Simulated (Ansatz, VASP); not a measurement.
**Si4N in VASP and in Ansatz**

```
Si N
1.0
     4.17701    0.00000    0.00000
    -1.05114    4.07910    0.00000
    -0.67959   -0.43345    4.32807
Si N
4 1
Direct
  0.37743 0.35124 0.09787
  0.68120 0.14298 0.75142
  0.14714 0.70076 0.77109
  0.79573 0.81264 0.34240
  0.99851 0.99237 0.03722
```

Change from the starting cell: the structure that the rattled cell fell into.

Alike in both runs: task relaxation of cell and atoms; functional PBE; k mesh 4 × 4 × 4; occupations gaussian, width 0.1 eV; no spin polarisation.

```csv
,VASP,Ansatz
version,VASP 6.6.1,Ansatz 0.2.0
potentials or method,"VASP PAW PBE potentials, release 64 (Si, N), cutoff 600 eV","scalar-relativistic, plane waves, PAW"
valence electrons in the cell,21,21
```

VASP gave:

- gap on the k mesh at the Fermi level, each at its own relaxed structure (eV): none
- relaxed volume (Å³/atom): 15.00
- relaxed cell length with the largest relative difference (Å): 4.373

**Question.** Which values does Ansatz return?

**Answer.** gap on the k mesh at the Fermi level, each at its own relaxed structure (eV): none; relaxed volume (Å³/atom): 14.97; relaxed cell length with the largest relative difference (Å): 4.367.

A gap of «none» marks a metal or a gap that the smearing closes.

The k mesh is coarse, so the values compare programs but aren't converged.
